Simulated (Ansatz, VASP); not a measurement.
# Hf in VASP and in Ansatz

The input INCAR:

```
PREC = Accurate ; ENCUT = 520
EDIFF = 1E-6 ; ISMEAR = 0
SIGMA = 0.15 ; LREAL = False
LASPH = True ; NELM = 100
ALGO = Fast ; ISIF = 2
LWAVE = False ; LCHARG = True
GGA = PE ; LELF = True
LVHAR = True ; NBANDS = 17
```

KPOINTS

```
Automatic mesh
0
Gamma
  18 18 10
```

File POSCAR:

```
Hf
1.0
    3.1966985242      0.0000000000      0.0000000000
   -1.5983492621      2.7684221302      0.0000000000
    0.0000000000      0.0000000000      5.0578000000
Hf
2
Direct
    0.3035850825      0.7479403993      0.2500000000
    0.6666666667      0.3333333333      0.7500000000
```

Input for Ansatz:

```yaml
crystal:
  lattice:
    - [3.1966985242, 0.0, 0.0]
    - [-1.5983492621, 2.7684221302, 0.0]
    - [0.0, 0.0, 5.0578]
  atoms:
    - { symbol: Hf, position: [0.3035850825, 0.7479403993, 0.25] }
    - { symbol: Hf, position: [0.6666666667, 0.3333333333, 0.75] }
basis:
  ecutwfc: 420
kpoints:
  mp_grid: { grid: [18, 18, 10] }
hamiltonian:
  xc: pbe
scf:
  occupations: { method: gaussian, width: 0.15 }
output:
  forces: true
  stress: true
  eigenvalues: true
```

Alike in both runs: task single point; functional PBE; k mesh 18 × 18 × 10; occupations gaussian, width 0.15 eV; no spin polarisation.

```csv
,VASP,Ansatz
version,VASP 6.6.1,Ansatz 0.2.0
potentials or method,"VASP PAW PBE potentials, release 64 (Hf_pv), cutoff 520 eV","scalar-relativistic, plane waves, PAW"
valence electrons in the cell,20,52
```

```csv
,VASP,Ansatz,Ansatz less VASP
gap on the k mesh at the Fermi level (eV),none,none,-
pressure (GPa),0.1,0.6,+0.48
"traceless stress, the component that is largest in VASP (GPa)",-2.55,-2.61,-0.066
rms of the force components (eV/Å),0.301,0.300,-0.0014
```

Atom by atom the forces differ by 0.002 eV/Å (rms over components). A gap of «none» marks a metal or a gap that the smearing closes. VASP's potentials hold 20 valence electrons a cell and Ansatz's 52, so a difference there can come from the potentials and not from the codes.

Neither program's run includes spin-orbit coupling.
